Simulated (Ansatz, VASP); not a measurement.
One calculation of GaN, two programs

```
Ga N
1.0
     0.00000    1.95183    1.95183
     1.95183    0.00000    1.95183
     1.95183    1.95183    0.00000
Ga N
1 1
Direct
  0.50000 0.50000 0.50000
  0.00000 0.00000 0.00000
```

Change from the starting cell: volume scaled by 0.94, PAW files.

Alike in both runs: task electric field gradients; functional PBE; k mesh 13 × 13 × 13; occupations fermi-dirac, width 0.02 eV; no spin polarisation.

|  | VASP | Ansatz |
| --- | --- | --- |
| version | VASP 6.6.1 | Ansatz 0.2.0 |
| potentials or method | VASP PAW PBE potentials, release 64 (Ga_d, N) | PAW with Ansatz's default frozen-core files, scalar-relativistic |
| plane-wave cutoff (eV) | 520 | 420 |
| valence electrons in the cell | 18 | 18 |

```csv
,VASP,Ansatz,Ansatz less VASP
gap on the k mesh at the Fermi level (eV),2.38,2.39,+0.015
pressure (GPa),104.4,103.1,-1.31
```

Both programs put the cell under a high pressure, so it lies far from rest at this level. The functional is the same, so the differences come from potentials, cutoffs and numerics.

Noted on VASP's run: the cell as given lies far from equilibrium.
